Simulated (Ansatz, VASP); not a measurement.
## Ga2O3: VASP beside Ansatz

```
CELL_PARAMETERS angstrom
3.01550 0.00000 0.00000
-1.50775 2.61150 0.00000
0.00000 0.00000 6.80153
ATOMIC_POSITIONS crystal
Ga 0.33333 0.66667 0.79320
Ga 0.66667 0.33333 0.20680
O 0.66667 0.33333 0.68539
O 0.00000 0.00000 0.00000
O 0.33333 0.66667 0.31461
```

Alike in both runs: functional PBE; dispersion D3(BJ); k mesh 6 × 6 × 4; occupations gaussian, width 0.1 eV; no spin polarisation.

Ansatz relaxed the structure, and its values are those at the end. VASP's run is a single point on that final structure, the one shown.

```csv
,VASP,Ansatz
version,VASP 6.6.1,Ansatz 0.2.0
potentials or method,"VASP PAW PBE potentials, release 64 (Ga_d, O), cutoff 600 eV","scalar-relativistic, plane waves, PAW"
valence electrons in the cell,44,44
```

VASP gave:

| Item | Value |
| --- | --- |
| gap on the k mesh at the Fermi level (eV) | 2.19 |
| least direct gap on the mesh (eV) | 2.19 |
| pressure (GPa) | 0.5 |
| rms of the force components (eV/Å) | 0.015 |

Question: Estimate Ansatz's values.

Answer: gap on the k mesh at the Fermi level (eV): 2.21; least direct gap on the mesh (eV): 2.21; pressure (GPa): 0.0; rms of the force components (eV/Å): 0.008.
